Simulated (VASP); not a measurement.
The system is B.

```
CELL_PARAMETERS angstrom
1.48500 -1.67956 0.00000
1.48500 1.67956 0.00000
0.00000 0.00000 5.41819
ATOMIC_POSITIONS crystal
B 0.22565 0.77435 0.09360
B 0.77435 0.22565 0.59360
B 0.22565 0.77435 0.40640
B 0.77435 0.22565 0.90640
```

The cell was built from a structure type or drawn by symmetry, and may not be a known phase.

| Property | Result |
| --- | --- |
| Program | VASP 6.6.1 |
| Task | relaxation of cell and atoms |
| Functional | PBE |
| Potentials or basis | VASP PAW PBE potentials, release 64 (B) |
| Cutoff | 600 eV |
| k mesh | 8 × 8 × 4 |
| Occupations | gaussian, width 0.1 eV |
| Spin | no spin polarisation |

At the start: pressure 0.2 GPa; volume 6.76 Å³/atom.

**Question.** Where does the relaxation end?

**Answer.** Over 13 steps the energy falls by 4.4 meV/atom and the volume is 6.87 Å³/atom (+1.7 %); space group Cmcm (No. 63, to 0.1 Å) before and after.

The path:
| step | energy change (eV) | largest force (eV/Å) | pressure (GPa) | volume (Å³) |
| --- | --- | --- | --- | --- |
| 1 | 0.0000 | 0.0831 | 0.18 | 27.03 |
| 2 | -0.0053 | 0.0908 | 0.34 | 27.06 |
| 3 | -0.0057 | 0.1104 | 0.41 | 27.06 |
| 4 | -0.0076 | 0.1284 | -0.03 | 27.15 |
| 5 | -0.0078 | 0.1778 | -0.21 | 27.18 |
| 6 | -0.0085 | 0.1794 | -0.25 | 27.20 |
| 7 | -0.0106 | 0.1781 | -0.35 | 27.26 |
| 8 | -0.0137 | 0.1513 | -0.55 | 27.38 |
| 9 | -0.0154 | 0.1102 | -0.62 | 27.61 |
| 10 | -0.0155 | 0.1222 | -0.60 | 27.55 |
| 11 | -0.0167 | 0.0231 | -0.37 | 27.52 |
| 12 | -0.0168 | 0.0625 | -0.30 | 27.51 |
| 13 | -0.0174 | 0.0294 | -0.17 | 27.48 |

Final structure:
```
CELL_PARAMETERS angstrom
1.46419 -1.71836 0.00000
1.46419 1.71836 0.00000
0.00000 0.00000 5.46012
ATOMIC_POSITIONS crystal
B 0.20988 0.79012 0.09534
B 0.79012 0.20988 0.59534
B 0.20988 0.79012 0.40466
B 0.79012 0.20988 0.90466
```
